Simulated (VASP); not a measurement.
# GeSb4Te7 (P1) in VASP: single point with PBEsol

Aim: the single point of GeSb4Te7 with PBEsol.

Program: VASP 6.6.1. These are calculated values, not measurements. Logs are shortened: lines on timing, memory, paths and dates and some standing lists are left out, and cuts for length are marked.

**1. The cell of the first run**

The typed cell holds 12 atoms: a = 4.289 Å, b = 4.289 Å, c = 24.638 Å, α = 90.00°, β = 90.00°, γ = 120.00°.

**2. Single point, PBEsol (atoms moved at random)**

Contents of INCAR:

```
PREC = Accurate
ENCUT = 520
EDIFF = 1E-6
ISMEAR = -1
SIGMA = 0.05
LREAL = False
LASPH = True
NELM = 60
ALGO = Normal
ISIF = 2
LWAVE = False
LCHARG = False
GGA = PS
NBANDS = 50
```

Contents of KPOINTS:

```
regular mesh
0
Gamma
  7 7 2
```

Contents of POSCAR:

```
GeSb4Te7
1.0
    4.2893002584      0.0000000000      0.0000000000
   -2.1446501292      3.7146429882      0.0000000000
    0.0000000000      0.0000000000     24.6377784500
Te Sb Ge
7 4 1
Direct
   -0.0009370000      0.0022270000      0.2794040000
    0.0022810000      0.0013270000     -0.0020420000
    0.3260510000      0.6665910000      0.5655760000
    0.6727560000      0.3365400000      0.4307610000
    0.0057840000      0.0114090000      0.7193680000
    0.6804390000      0.3389800000      0.1502260000
    0.3296810000      0.6555820000      0.8488160000
    0.6618420000      0.3353990000      0.6520680000
    0.3446920000      0.6695320000      0.0817850000
    0.3354740000      0.6693770000      0.3484840000
    0.6595700000      0.3379640000      0.9177010000
    0.0056680000     -0.0120470000      0.5001870000
```

Potentials or basis: VASP PAW PBE potentials, release 64 (Te, Sb, Ge_d).

Command:

```sh
cat potpaw_PBE.64/Te/POTCAR potpaw_PBE.64/Sb/POTCAR potpaw_PBE.64/Ge_d/POTCAR > POTCAR
mpirun -np 1 vasp_std > vasp.out
```

OUTCAR:

```text
PREC = Accurate
   ENCUT = 520
   EDIFF = 1E-6
   ISMEAR = -1
   LREAL = False
   LASPH = True
   NELM = 60
   ISIF = 2
   GGA = PS

 ion  position               nearest neighbor table
   1  0.999  0.002  0.279-  10 3.00  10 3.01  10 3.01
   2  0.002  0.001  0.998-  11 3.14  11 3.16   9 3.20  11 3.21   9 3.23   9 3.25
   3  0.326  0.667  0.566-  12 2.88  12 2.99  12 3.00   8 3.26   8 3.27   8 3.27
   4  0.673  0.337  0.431-  12 2.96  12 3.01  12 3.06  10 3.19  10 3.20  10 3.21
   5  0.006  0.011  0.719-   8 2.95   8 2.98   8 3.01
   6  0.680  0.339  0.150-   9 2.99   9 2.99   9 3.00
   7  0.330  0.656  0.849-  11 2.94  11 3.01  11 3.05
   8  0.662  0.335  0.652-   5 2.95   5 2.98   5 3.01   3 3.26   3 3.27   3 3.27
   9  0.345  0.670  0.082-   6 2.99   6 2.99   6 3.00   2 3.20   2 3.23   2 3.25
  10  0.335  0.669  0.348-   1 3.00   1 3.01   1 3.01   4 3.19   4 3.20   4 3.21
  11  0.660  0.338  0.918-   7 2.94   7 3.01   7 3.05   2 3.14   2 3.16   2 3.21
  12  0.006  0.988  0.500-   3 2.88   4 2.96   3 2.99   3 3.00   4 3.01   4 3.06

  LATTYP: Found a hexagonal cell.
 ALAT       =     4.2893002584
 C/A-ratio  =     5.7440088046

  Lattice vectors:

 A1 = (   4.2893002584,   0.0000000000,   0.0000000000)
 A2 = (  -2.1446501292,   3.7146429882,   0.0000000000)
 A3 = (   0.0000000000,   0.0000000000,  24.6377784500)

Analysis of symmetry for initial positions (statically):
=====================================================================
 Subroutine PRICEL returns:
 Original cell was already a primitive cell.

 Routine SETGRP: Setting up the symmetry group for a
 hexagonal supercell.

 Subroutine GETGRP returns: Found  1 space group operations
 (whereof  1 operations were pure point group operations)
 out of a pool of 24 trial point group operations.

The static configuration has the point symmetry C_1 .

Analysis of symmetry for dynamics (positions and initial velocities):
=====================================================================
 Subroutine PRICEL returns:
 Original cell was already a primitive cell.

 Routine SETGRP: Setting up the symmetry group for a
 hexagonal supercell.

 Subroutine GETGRP returns: Found  1 space group operations
 (whereof  1 operations were pure point group operations)
 out of a pool of 24 trial point group operations.

The dynamic configuration has the point symmetry C_1 .

 Subroutine INISYM returns: Found  1 space group operations
 (whereof  1 operations are pure point group operations),
 and found     1 'primitive' translations

----------------------------------------------------------------------------------------

                                     Primitive cell

  volume of cell :     392.5591

  direct lattice vectors                    reciprocal lattice vectors
     4.289300258  0.000000000  0.000000000     0.233138260  0.134602437  0.000000000
    -2.144650129  3.714642988  0.000000000     0.000000000  0.269204875  0.000000000
     0.000000000  0.000000000 24.637778450     0.000000000  0.000000000  0.040588075

  length of vectors
     4.289300258  4.289300258 24.637778450     0.269204875  0.269204875  0.040588075

  position of ions in fractional coordinates (direct lattice)
     0.999063000  0.002227000  0.279404000
     0.002281000  0.001327000  0.997958000
     0.326051000  0.666591000  0.565576000
     0.672756000  0.336540000  0.430761000
     0.005784000  0.011409000  0.719368000
     0.680439000  0.338980000  0.150226000
     0.329681000  0.655582000  0.848816000
     0.661842000  0.335399000  0.652068000
     0.344692000  0.669532000  0.081785000
     0.335474000  0.669377000  0.348484000
     0.659570000  0.337964000  0.917701000
     0.005668000  0.987953000  0.500187000

  ion indices of the primitive-cell ions
   primitive index   ion index
                 1           1
                 2           2
                 3           3
                 4           4
                 5           5
                 6           6
                 7           7
                 8           8
                 9           9
                10          10
                11          11
                12          12

----------------------------------------------------------------------------------------

 KPOINTS: regular mesh

Automatic generation of k-mesh.
 Grid dimensions read from file:
 generate k-points for:    7    7    2

 Generating k-lattice:

  Cartesian coordinates                     Fractional coordinates (reciprocal lattice)
     0.033305466  0.019228920  0.000000000     0.142857143  0.000000000  0.000000000
     0.000000000  0.038457839  0.000000000     0.000000000  0.142857143  0.000000000
     0.000000000  0.000000000  0.020294038     0.000000000  0.000000000  0.500000000

  Length of vectors
     0.038457839  0.038457839  0.020294038

  Shift w.r.t. Gamma in fractional coordinates (k-lattice)
     0.000000000  0.000000000  0.000000000

 Subroutine IBZKPT returns following result:
 ===========================================

 Found     50 irreducible k-points:

 Following reciprocal coordinates:
            Coordinates               Weight
  0.000000  0.000000  0.000000      1.000000
  0.142857  0.000000  0.000000      2.000000
  0.000000  0.142857  0.000000      2.000000
 -0.142857  0.142857  0.000000      2.000000
  0.285714  0.000000  0.000000      2.000000
  0.000000  0.285714  0.000000      2.000000
[... 16 lines left out ...]
  0.285714  0.285714  0.000000      2.000000
 -0.285714 -0.428571  0.000000      2.000000
 [... further k-points ...]
   k-points           NKPTS =     50   k-points in BZ     NKDIM =     50   number of bands    NBANDS=     50
   number of dos      NEDOS =    301   number of ions     NIONS =     12
   total plane-waves  NPLWV = 196608
   dimension x,y,z NGX =    32 NGY =   32 NGZ =  192
   dimension x,y,z NGXF=    64 NGYF=   64 NGZF=  384
   ions per type =               7   4   1
   NGX,Y,Z   is equivalent  to a cutoff of  12.40, 12.40, 12.96 a.u.
   NGXF,Y,Z  is equivalent  to a cutoff of  24.81, 24.81, 25.91 a.u.
 SYSTEM =  unknown system
   PREC   = accura    normal or accurate (medium, high low for compatibility)
   ISTART =      0    job   : 0-new  1-cont  2-samecut
   ICHARG =      2    charge: 1-file 2-atom 10-const
   ISPIN  =      1    spin polarized calculation?
   LNONCOLLINEAR =      F non collinear calculations
   LSORBIT =      F    spin-orbit coupling
   LASPH  =      T    aspherical Exc in radial PAW
   ENCUT  =  520.0 eV  38.22 Ry    6.18 a.u.   7.98  7.98 45.81*2*pi/ulx,y,z
   NELM   =     60;   NELMIN=  2; NELMDL= -5     # of ELM steps
   EDIFF  = 0.1E-05   stopping-criterion for ELM
   LREAL  =      F    real-space projection
   EDIFFG = 0.1E-04   stopping-criterion for IOM
   NSW    =      0    number of steps for IOM
   IBRION =     -1    ionic relax: 0-MD 1-quasi-New 2-CG
   NFREE  =      0    steps in history (QN), initial steepest desc. (CG)
   ISIF   =      2    stress and relaxation
   ISYM   =      2    0-nonsym 1-usesym 2-fastsym
   POTIM  = 0.5000    time-step for ionic-motion
   TEBEG  =    0.0;   TEEND  =   0.0 temperature during run
   PSTRESS=    0.0 pullay stress
   NELECT =      76.0000    total number of electrons
   NUPDOWN=      -1.0000    fix difference up-down
   EMIN   =  10.00;   EMAX   =-10.00  energy-range for DOS
   EFERMI =   0.00;   METHOD = LEGACY
   ISMEAR =    -1;   SIGMA  =   0.05  broadening in eV -4-tet -1-fermi 0-gaus
   EFERMI_NEDOS =   21; number of points for ismear=-14 and -15
   IALGO  =     38    algorithm
   IMIX   =      4    mixing-type and parameters
     AMIX     =   0.40;   BMIX     =  1.00
     AMIX_MAG =   1.60;   BMIX_MAG =  1.00
  volume/ion in A,a.u.               =      32.71       220.76
  Fermi-wavevector in a.u.,A,eV,Ry     =   0.947060  1.789685 12.203383  0.896923
  Thomas-Fermi vector in A             =   2.075118
   LORBIT       =      0    0 simple, 1 ext, 2 COOP (PROOUT), +10 PAW based schemes
   GGA     = PS    functional components
   LHFCALC =     F    Hartree Fock is set to
   AEXX    =    0.0000 exact exchange contribution
   IVDW    =     0    specifies the selected vdW correction
   LEPSILON=     F    determine dielectric tensor
   LRPA    =     F    only Hartree local field effects (RPA)
 non-spin polarized calculation
  energy-cutoff  :      520.00
  volume of cell :      392.56
 maximum number of plane-waves:     10616
   NGX = 15   NGY = 15   NGZ = 91

 number of electron      76.0000003 magnetization

 Free energy of the ion-electron system (eV)
  ---------------------------------------------------
  ext. energy  EPLUGINS =         0.00000000
  ---------------------------------------------------
  free energy    TOTEN  =       -49.07160924 eV

  energy without entropy =      -49.07107258  energy(sigma->0) =      -49.07134091

 E-fermi :   5.8818     XC(G=0):  -9.2794

 val. band max:        5.6845216076   @ k =   0.0000   0.0000   0.5000
 cond. band min:       6.0664247484   @ k =   0.0000   0.0000   0.5000
 fundamental gap:      0.3819031408
 Fermi energy:         5.8818238985

 k-point     1 :       0.0000    0.0000    0.0000
  band No.  band energies     occupation
      1     -18.9063      2.00000
      2     -18.9052      2.00000
      3     -18.9019      2.00000
      4     -18.8984      2.00000
      5     -18.8971      2.00000
      6      -7.2558      2.00000
[... 42 lines left out ...]
     49       7.5038      0.00000
     50       7.5884      0.00000

 k-point     2 :       0.1429    0.0000    0.0000
  band No.  band energies     occupation
      1     -18.9067      2.00000
      2     -18.9051      2.00000
      3     -18.9016      2.00000
      4     -18.8981      2.00000
      5     -18.8972      2.00000
      6      -7.0744      2.00000
[... 1158 lines left out ...]
 k-point    24 :      -0.2857   -0.4286    0.0000
  band No.  band energies     occupation
      1     -18.9071      2.00000
      2     -18.9067      2.00000
      3     -18.9005      2.00000
      4     -18.8978      2.00000
      5     -18.8958      2.00000
      6      -5.5171      2.00000
[... 42 lines left out ...]
     49       9.4471      0.00000
     50       9.5365      0.00000

 [... further k-points ...]

------------------------ aborting loop because EDIFF is reached ----------------------------------------

  FORCE on cell =-STRESS in cart. coord.  units (eV):
  Direction    XX          YY          ZZ          XY          YZ          ZX
  --------------------------------------------------------------------------------------
  -------------------------------------------------------------------------------------
  Total       -3.3297315     -4.0746013     -4.2342550      0.0545459     -0.8354827     -0.1421839
  in kB      -13.5898518    -16.6299377    -17.2815429      0.2226217     -3.4099105     -0.5803045
  external PRESSURE =     -15.8337775 kB  Pullay stress =       0.0000000 kB

 VOLUME and BASIS-vectors are now :
 -----------------------------------------------------------------------------
  energy-cutoff  :      520.00
  volume of cell :      392.56
      direct lattice vectors                 reciprocal lattice vectors
     4.289300258  0.000000000  0.000000000     0.233138260  0.134602437  0.000000000
    -2.144650129  3.714642988  0.000000000     0.000000000  0.269204875  0.000000000
     0.000000000  0.000000000 24.637778450     0.000000000  0.000000000  0.040588075

 POSITION                                       TOTAL-FORCE (eV/Angst)
 -----------------------------------------------------------------------------------
      4.28051      0.00827      6.88389         0.022453      0.042424     -0.002985
      0.00694      0.00493     24.58747         0.026836     -0.021698      0.167535
     -0.03107      2.47615     13.93454         0.172097      0.009466      0.414319
      2.16389      1.25013     10.61299        -0.070942     -0.028892     -0.114123
      0.00034      0.04238     17.72363        -0.111558     -0.093372      0.157230
      2.19161      1.25919      3.70123        -0.029653     -0.066053      0.070005
      0.00811      2.43525     20.91294        -0.105867      0.177054     -0.082350
      2.11953      1.24589     16.06551         0.090712      0.033265     -0.471680
      0.04258      2.48707      2.01500        -0.033778      0.047391     -0.319725
      0.00337      2.48650      8.58587         0.029455     -0.049341      0.159180
      2.10428      1.25542     22.61011         0.134087     -0.125658      0.171503
     -2.09450      3.66989     12.32350        -0.123842      0.075413     -0.148908
 -----------------------------------------------------------------------------------
    total drift:                               -0.000341     -0.000115     -0.000115

  FREE ENERGIE OF THE ION-ELECTRON SYSTEM (eV)
  ---------------------------------------------------
  free  energy   TOTEN  =       -49.0716092405 eV

  energy  without entropy=      -49.0710725774  energy(sigma->0) =      -49.07134091
```

Run time: 22 min. Hardware: 1 thread of Oxide Virtual Turin-like, shared host; peak memory 0.99 GiB.

Results:

| Quantity | Value |
| --- | --- |
| Free energy | -49.0716 eV |
| Pressure | -1.6 GPa |
| Largest force | 0.481 eV/Å |
| Band gap on the k mesh | 0.38 eV |

Forces in eV/Å, atoms in the order of the input:
```
Te   0.022  0.042 -0.003
Te   0.027 -0.022  0.168
Te   0.172  0.009  0.414
Te  -0.071 -0.029 -0.114
Te  -0.112 -0.093  0.157
Te  -0.030 -0.066  0.070
Te  -0.106  0.177 -0.082
Sb   0.091  0.033 -0.472
Sb  -0.034  0.047 -0.320
Sb   0.029 -0.049  0.159
Sb   0.134 -0.126  0.172
Ge  -0.124  0.075 -0.149
```

Caveat: the cell differs from its parent crystal (atoms moved at random); the PAW data sets were made with another functional, which shifts forces and pressure a little; spin-orbit coupling is left out, which moves the levels of the heavy elements; an odd mesh through Γ misses points on the zone boundary, where band edges can lie.
